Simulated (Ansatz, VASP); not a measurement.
# Sn6Ge: VASP beside Ansatz

```
Sn Ge
1.0
     8.49133    0.00000    0.00000
    -4.24567    7.35371    0.00000
     0.00000    0.00000    3.01675
Sn Ge
6 1
Direct
  0.85823 0.57970 0.00000
  0.57970 0.72147 0.00000
  0.14177 0.42030 0.00000
  0.42030 0.27853 0.00000
  0.27853 0.85823 0.00000
  0.72147 0.14177 0.00000
  0.00000 0.00000 0.00000
```

Alike in both runs: functional PBE; k mesh 3 × 3 × 6; occupations gaussian, width 0.2 eV; no spin polarisation.

Ansatz relaxed the structure, and its values are those at the end. VASP's run is a single point on that final structure, the one shown.

```csv
,VASP,Ansatz
version,VASP 6.6.1,Ansatz 0.2.0
potentials or method,"VASP PAW PBE potentials, release 64 (Sn_d, Ge_d), cutoff 520 eV","scalar-relativistic, plane waves, PAW"
valence electrons in the cell,98,98
```

|  | VASP | Ansatz | Ansatz less VASP |
| --- | --- | --- | --- |
| gap on the k mesh at the Fermi level (eV) | none | none | - |
| pressure (GPa) | -0.4 | -0.4 | +0.06 |
| rms of the force components (eV/Å) | 0.010 | 0.009 | -0.0004 |

A gap of «none» marks a metal or a gap that the smearing closes.
